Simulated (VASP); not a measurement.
Input of a VASP 6.6.1 run:

File INCAR:

```
SYSTEM = BiS
PREC = Accurate
ENCUT = 600
EDIFF = 1E-7
ISMEAR = 0
SIGMA = 0.1
LREAL = .FALSE.
LASPH = .TRUE.
NELM = 100
ALGO = Normal
ISIF = 3
LWAVE = .FALSE.
LCHARG = .FALSE.
GGA = PE
IBRION = 2
NSW = 90
EDIFFG = -0.04
```

File KPOINTS:

```
Automatic mesh
0
G
  4 4 4
  0 0 0
```

File POSCAR:

```
BiS
1.0
    2.5016448889     -6.6006238453      0.0000000000
    2.5016448889      6.6006238453      0.0000000000
    0.0000000000      0.0000000000      4.9694837657
Bi S
2 2
Direct
    0.8540000000      0.1460000000      0.7500000000
    0.1460000000      0.8540000000      0.2500000000
    0.5500000000      0.4500000000      0.7500000000
    0.4500000000      0.5500000000      0.2500000000
```

Potentials or basis: VASP PAW PBE potentials, release 64 (Bi_d, S).

The run is started by

```console
$ cat potpaw_PBE.64/Bi_d/POTCAR potpaw_PBE.64/S/POTCAR > POTCAR
$ mpirun -np 1 vasp_std > vasp.out
```

(1) Predict the relaxed cell.

(2) What does it give for the band gap on the k mesh?

Answers

(1) a = 6.907 Å, b = 6.907 Å, c = 3.796 Å, α = 90.00°, β = 90.00°, γ = 144.32°.

(2) zero (band 21 reaches 7.79 eV, above the bottom of band 22 at 5.79 eV).

Caveat: spin-orbit coupling is left out, which moves the levels of the heavy elements.
